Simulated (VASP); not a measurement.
Mn: single point with LDA

Crystal: Mn.

```
Mn
1.0
     3.49000    1.74500    1.74500
     1.74500    3.49000    1.74500
     1.74500    1.74500    3.49000
Mn
2
Direct
  0.00000 0.00000 0.00000
  0.50000 0.50000 0.50000
```

This isn't the form of Mn at room conditions, which is a 58-atom cubic cell.

```yaml
Program: VASP 6.6.1
Task: single point
Functional: LDA
Potentials_or_basis: VASP PAW LDA potentials, release 64 (Mn_pv)
Cutoff: 500 eV
k_mesh: 13 × 13 × 13
Occupations: fermi-dirac, width 0.05 eV
Spin: collinear spin, ferromagnetic start
Starting_moments: "[4.5, 4.5] μB"
```

```yaml
Pressure: -15.3 GPa
Band_gap_on_the_k_mesh: zero (filled and empty bands overlap)
Net_moment: 0.00 μB per cell
Valence_electrons_inside_the_program's_atomic_spheres: Mn 12.02
```

Levels at points of the mesh, in eV from the Fermi level:
Spin up:
| k point | band 11 | band 12 | band 13 | band 14 | band 15 | band 16 |
| --- | --- | --- | --- | --- | --- | --- |
| (0.00, 0.00, 0.00) | -1.17 | -1.17 | -1.17 | 0.52 | 0.52 | 0.60 |
Spin down:
```
           k point  band 9  band 10  band 11  band 12  band 13  band 14  band 15  band 16  band 17  band 18
(0.00, 0.00, 0.00)   -1.31    -1.31    -1.17    -1.17    -1.17     0.52     0.52     0.60     1.74     1.74
```

Wall time 4.3 min on 1 thread of Oxide Virtual Turin-like Processor, with other jobs on the host, peak memory 0.24 GiB.

Caveat: the cell stands under tension; the moments typed at the start vanished in this run.
